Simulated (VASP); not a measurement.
# Rb (Im-3m) in VASP: a series of runs

The runs below take Rb through single point, with r2SCAN+rVV10, B3LYP+D4.

All numbers are computed with VASP 6.6.1; they aren't measurements. Logs are shortened: lines on timing, memory, paths and dates and some standing lists are left out, and cuts for length are marked.

### 1 The cell of the first run

The structure is cubic, space group Im-3m (No. 229). The conventional cell has a = 5.605 Å, b = 5.605 Å, c = 5.605 Å, α = 90.00°, β = 90.00°, γ = 90.00°.

### 2 Single point, r2SCAN+rVV10, collinear spin

POSCAR

```
Rb
1.0
   -2.8025000000      2.8025000000      2.8025000000
    2.8025000000     -2.8025000000      2.8025000000
    2.8025000000      2.8025000000     -2.8025000000
Rb
1
Direct
    0.0000000000      0.0000000000      0.0000000000
```

INCAR.step1

```
SYSTEM = Rb
  PREC = Accurate
  ENCUT = 520
  ISMEAR = 0
  SIGMA = 0.025
  LREAL = .False.
  LASPH = .True.
  NELM = 150
  ISPIN = 2
  MAGMOM = 0.2
  NBANDS = 14
  GGA = PE
  ALGO = Normal
  EDIFF = 1E-4
  LWAVE = .True.
  LCHARG = .False.
```

INCAR.step2

```
SYSTEM = Rb
  PREC = Accurate
  ENCUT = 520
  EDIFF = 1E-6
  ISMEAR = 0
  SIGMA = 0.025
  LREAL = .False.
  LASPH = .True.
  NELM = 150
  ALGO = Normal
  ISIF = 2
  LWAVE = .False.
  LCHARG = .False.
  ISPIN = 2
  MAGMOM = 0.2
  LORBIT = 11
  METAGGA = R2SCAN
  LMIXTAU = .True.
  LUSE_VDW = .True.
  IVDW_NL = 2
  BPARAM = 11.95
  CPARAM = 0.0093
  NBANDS = 14
  ISTART = 1
```

KPOINTS

```
Automatic mesh
0
Gamma
  7 7 7
  0 0 0
```

Potentials or basis: VASP PAW PBE potentials, release 64 (Rb_sv).

Started as:

```
$ cat potpaw_PBE.64/Rb_sv/POTCAR > POTCAR
$ cp INCAR.step1 INCAR
$ mpirun -np 1 vasp_std > vasp.out
$ cp INCAR.step2 INCAR
$ mpirun -np 1 vasp_std > vasp.out
```

OUTCAR:

```text
SYSTEM = Rb
   PREC = Accurate
   ENCUT = 520
   EDIFF = 1E-6
   ISMEAR = 0
   LREAL = .False.
   LASPH = .True.
   NELM = 150
   ISIF = 2
   ISPIN = 2
   LORBIT = 11
   METAGGA = R2SCAN
   IVDW_NL = 2
   BPARAM = 11.95
   ISTART = 1

 ion  position               nearest neighbor table
   1  0.000  0.000  0.000-

  LATTYP: Found a body centered cubic cell.
 ALAT       =     5.6050000000

  Lattice vectors:

 A1 = (  -2.8025000000,   2.8025000000,   2.8025000000)
 A2 = (   2.8025000000,  -2.8025000000,   2.8025000000)
 A3 = (   2.8025000000,   2.8025000000,  -2.8025000000)

Analysis of symmetry for initial positions (statically):
=====================================================================
 Subroutine PRICEL returns:
 Original cell was already a primitive cell.

 Routine SETGRP: Setting up the symmetry group for a
 body centered cubic supercell.

 Subroutine GETGRP returns: Found 48 space group operations
 (whereof 48 operations were pure point group operations)
 out of a pool of 48 trial point group operations.

The static configuration has the point symmetry O_h .

Analysis of symmetry for dynamics (positions and initial velocities):
=====================================================================
 Subroutine PRICEL returns:
 Original cell was already a primitive cell.

 Routine SETGRP: Setting up the symmetry group for a
 body centered cubic supercell.

 Subroutine GETGRP returns: Found 48 space group operations
 (whereof 48 operations were pure point group operations)
 out of a pool of 48 trial point group operations.

The dynamic configuration has the point symmetry O_h .

Analysis of structural, dynamic, and magnetic symmetry:
=====================================================================
 Subroutine PRICEL returns:
 Original cell was already a primitive cell.

 Routine SETGRP: Setting up the symmetry group for a
 body centered cubic supercell.

 Subroutine GETGRP returns: Found 48 space group operations
 (whereof 48 operations were pure point group operations)
 out of a pool of 48 trial point group operations.

The overall configuration has the point symmetry O_h .

 Subroutine INISYM returns: Found 48 space group operations
 (whereof 48 operations are pure point group operations),
 and found     1 'primitive' translations

----------------------------------------------------------------------------------------

                                     Primitive cell

  volume of cell :      88.0434

  direct lattice vectors                    reciprocal lattice vectors
    -2.802500000  2.802500000  2.802500000     0.000000000  0.178412132  0.178412132
     2.802500000 -2.802500000  2.802500000     0.178412132  0.000000000  0.178412132
     2.802500000  2.802500000 -2.802500000     0.178412132  0.178412132  0.000000000

  length of vectors
     4.854072388  4.854072388  4.854072388     0.252312857  0.252312857  0.252312857

  position of ions in fractional coordinates (direct lattice)
     0.000000000  0.000000000  0.000000000

  ion indices of the primitive-cell ions
   primitive index   ion index
                 1           1

----------------------------------------------------------------------------------------

 KPOINTS: Automatic mesh

Automatic generation of k-mesh.
 Grid dimensions read from file:
 generate k-points for:    7    7    7

 Generating k-lattice:

  Cartesian coordinates                     Fractional coordinates (reciprocal lattice)
     0.000000000  0.025487447  0.025487447     0.142857143  0.000000000  0.000000000
     0.025487447  0.000000000  0.025487447     0.000000000  0.142857143  0.000000000
     0.025487447  0.025487447  0.000000000     0.000000000  0.000000000  0.142857143

  Length of vectors
     0.036044694  0.036044694  0.036044694

  Shift w.r.t. Gamma in fractional coordinates (k-lattice)
     0.000000000  0.000000000  0.000000000

 Subroutine IBZKPT returns following result:
 ===========================================

 Found     20 irreducible k-points:

 Following reciprocal coordinates:
            Coordinates               Weight
  0.000000  0.000000  0.000000      1.000000
  0.142857  0.000000  0.000000     12.000000
  0.285714  0.000000  0.000000     12.000000
  0.428571  0.000000  0.000000     12.000000
  0.142857  0.142857  0.000000     24.000000
  0.285714  0.142857  0.000000     48.000000
[... 12 lines left out ...]
 -0.428571 -0.428571  0.285714      8.000000
 -0.428571  0.428571  0.428571      6.000000
   k-points           NKPTS =     20   k-points in BZ     NKDIM =     20   number of bands    NBANDS=     14
   number of dos      NEDOS =    301   number of ions     NIONS =      1
   total plane-waves  NPLWV =  46656
   dimension x,y,z NGX =    36 NGY =   36 NGZ =   36
   dimension x,y,z NGXF=    72 NGYF=   72 NGZF=   72
   ions per type =               1
   NGX,Y,Z   is equivalent  to a cutoff of  12.33, 12.33, 12.33 a.u.
   NGXF,Y,Z  is equivalent  to a cutoff of  24.66, 24.66, 24.66 a.u.
 SYSTEM =  Rb
   PREC   = accura    normal or accurate (medium, high low for compatibility)
   ISTART =      1    job   : 0-new  1-cont  2-samecut
   ICHARG =      0    charge: 1-file 2-atom 10-const
   ISPIN  =      2    spin polarized calculation?
   LNONCOLLINEAR =      F non collinear calculations
   LSORBIT =      F    spin-orbit coupling
   LASPH  =      T    aspherical Exc in radial PAW
   ENCUT  =  520.0 eV  38.22 Ry    6.18 a.u.   9.03  9.03  9.03*2*pi/ulx,y,z
   NELM   =    150;   NELMIN=  2; NELMDL=  0     # of ELM steps
   EDIFF  = 0.1E-05   stopping-criterion for ELM
   LREAL  =      F    real-space projection
   EDIFFG = 0.1E-04   stopping-criterion for IOM
   NSW    =      0    number of steps for IOM
   IBRION =     -1    ionic relax: 0-MD 1-quasi-New 2-CG
   NFREE  =      0    steps in history (QN), initial steepest desc. (CG)
   ISIF   =      2    stress and relaxation
   ISYM   =      2    0-nonsym 1-usesym 2-fastsym
   POTIM  = 0.5000    time-step for ionic-motion
   TEBEG  =    0.0;   TEEND  =   0.0 temperature during run
   PSTRESS=    0.0 pullay stress
   NELECT =       9.0000    total number of electrons
   NUPDOWN=      -1.0000    fix difference up-down
   EMIN   =  10.00;   EMAX   =-10.00  energy-range for DOS
   EFERMI =   0.00;   METHOD = LEGACY
   ISMEAR =     0;   SIGMA  =   0.03  broadening in eV -4-tet -1-fermi 0-gaus
   EFERMI_NEDOS =   21; number of points for ismear=-14 and -15
   IALGO  =     38    algorithm
   IMIX   =      4    mixing-type and parameters
     AMIX     =   0.40;   BMIX     =  1.00
     AMIX_MAG =   1.60;   BMIX_MAG =  1.00
  volume/ion in A,a.u.               =      88.04       594.15
  Fermi-wavevector in a.u.,A,eV,Ry     =   0.765462  1.446513  7.972081  0.585931
  Thomas-Fermi vector in A             =   1.865587
   LORBIT       =     11    0 simple, 1 ext, 2 COOP (PROOUT), +10 PAW based schemes
   METAGGA = R2SCAN    functional components
   LHFCALC =     F    Hartree Fock is set to
   AEXX    =    0.0000 exact exchange contribution
   IVDW_NL    =     2    kernel type
   BPARAM     =11.9500
   IVDW    =     0    specifies the selected vdW correction
   LEPSILON=     F    determine dielectric tensor
   LRPA    =     F    only Hartree local field effects (RPA)
 spin polarized calculation
 Gauss-broadening in eV      SIGMA  =   0.03
  energy-cutoff  :      520.00
  volume of cell :       88.04
 maximum number of plane-waves:      2398
   NGX = 19   NGY = 19   NGZ = 19

 number of electron       9.0000000 magnetization      -0.0318382

 Free energy of the ion-electron system (eV)
  ---------------------------------------------------
  ext. energy  EPLUGINS =         0.00000000
  ---------------------------------------------------
  free energy    TOTEN  =       -13.62460067 eV

  energy without entropy =      -13.62404617  energy(sigma->0) =      -13.62432342

 E-fermi :   0.0806     XC(G=0):  -5.8310

 val. band max:        0.0776429661   @ k =  -0.2857   0.4286   0.1429
 cond. band min:       0.2129845434   @ k =  -0.4286   0.4286   0.1429
 fundamental gap:      0.1353415773
 Fermi energy:         0.0806328735

 spin component 1

 k-point     1 :       0.0000    0.0000    0.0000
  band No.  band energies     occupation
      1     -29.8884      1.00000
      2     -13.3767      1.00000
      3     -13.3767      1.00000
      4     -13.3767      1.00000
      5      -1.9877      1.00000
      6       4.2756      0.00000
      7       4.2756      0.00000
      8       4.2756      0.00000
      9       5.2768      0.00000
     10       5.2768      0.00000
     11       7.3443      0.00000
     12       7.3443      0.00000
     13       7.3443      0.00000
     14      10.7037      0.00000
[... 307 lines left out ...]
 k-point    20 :      -0.4286    0.4286    0.4286
  band No.  band energies     occupation
      1     -29.8794      1.00000
      2     -13.4533      1.00000
      3     -13.4494      1.00000
      4     -13.4494      1.00000
      5       1.2474      0.00000
      6       1.5278      0.00000
      7       3.6318      0.00000
      8       3.6750      0.00000
      9       3.6750      0.00000
     10       6.4722      0.00000
     11       6.5324      0.00000
     12       6.9682      0.00000
     13       6.9682      0.00000
     14      10.5992      0.00000
 Fermi energy:         0.0806328735

 spin component 2

 k-point     1 :       0.0000    0.0000    0.0000
  band No.  band energies     occupation
      1     -29.8914      1.00000
      2     -13.3779      1.00000
      3     -13.3778      1.00000
      4     -13.3778      1.00000
      5      -2.0457      1.00000
      6       4.2762      0.00000
      7       4.2762      0.00000
      8       4.2762      0.00000
      9       5.2732      0.00000
     10       5.2732      0.00000
     11       7.3320      0.00000
     12       7.3320      0.00000
     13       7.3320      0.00000
     14      10.7298      0.00000
[... 307 lines left out ...]
 k-point    20 :      -0.4286    0.4286    0.4286
  band No.  band energies     occupation
      1     -29.8823      1.00000
      2     -13.4551      1.00000
      3     -13.4511      1.00000
      4     -13.4511      1.00000
      5       1.2042      0.00000
      6       1.4880      0.00000
      7       3.6138      0.00000
      8       3.6523      0.00000
      9       3.6523      0.00000
     10       6.4835      0.00000
     11       6.5401      0.00000
     12       6.9758      0.00000
     13       6.9758      0.00000
     14      10.5986      0.00000

------------------------ aborting loop because EDIFF is reached ----------------------------------------

  FORCE on cell =-STRESS in cart. coord.  units (eV):
  Direction    XX          YY          ZZ          XY          YZ          ZX
  --------------------------------------------------------------------------------------
  -------------------------------------------------------------------------------------
  Total        0.0681227      0.0681227      0.0681227      0.0000000      0.0000000     -0.0000000
  in kB        1.2396678      1.2396678      1.2396678      0.0000000      0.0000000     -0.0000000
  external PRESSURE =       1.2396678 kB  Pullay stress =       0.0000000 kB

 VOLUME and BASIS-vectors are now :
 -----------------------------------------------------------------------------
  energy-cutoff  :      520.00
  volume of cell :       88.04
      direct lattice vectors                 reciprocal lattice vectors
    -2.802500000  2.802500000  2.802500000     0.000000000  0.178412132  0.178412132
     2.802500000 -2.802500000  2.802500000     0.178412132  0.000000000  0.178412132
     2.802500000  2.802500000 -2.802500000     0.178412132  0.178412132  0.000000000

 POSITION                                       TOTAL-FORCE (eV/Angst)
 -----------------------------------------------------------------------------------
      0.00000      0.00000      0.00000         0.000000      0.000000      0.000000
 -----------------------------------------------------------------------------------
    total drift:                               -0.000000     -0.000000      0.000000

  FREE ENERGIE OF THE ION-ELECTRON SYSTEM (eV)
  ---------------------------------------------------
  free  energy   TOTEN  =       -13.6246006749 eV

  energy  without entropy=      -13.6240461745  energy(sigma->0) =      -13.62432342

 total charge

# of ion       s       p       d       tot
------------------------------------------
    1        1.962   5.383   0.005   7.350

 magnetization (x)

# of ion       s       p       d       tot
------------------------------------------
    1       -0.001  -0.001  -0.000  -0.002
```

Run time: 4.7 min. Hardware: 1 thread of Oxide Virtual Turin-like, shared host; peak memory 0.42 GiB.

What came out:

| Property | Result |
| --- | --- |
| Free energy | -13.6246 eV |
| Pressure | 0.1 GPa |
| Net moment | -0.03 μB per cell |
| Valence electrons inside the program's atomic spheres | Rb 7.35 |

Caveat: the PAW data sets were made with another functional, which shifts forces and pressure a little.

(Continued in part 2 of 2.)
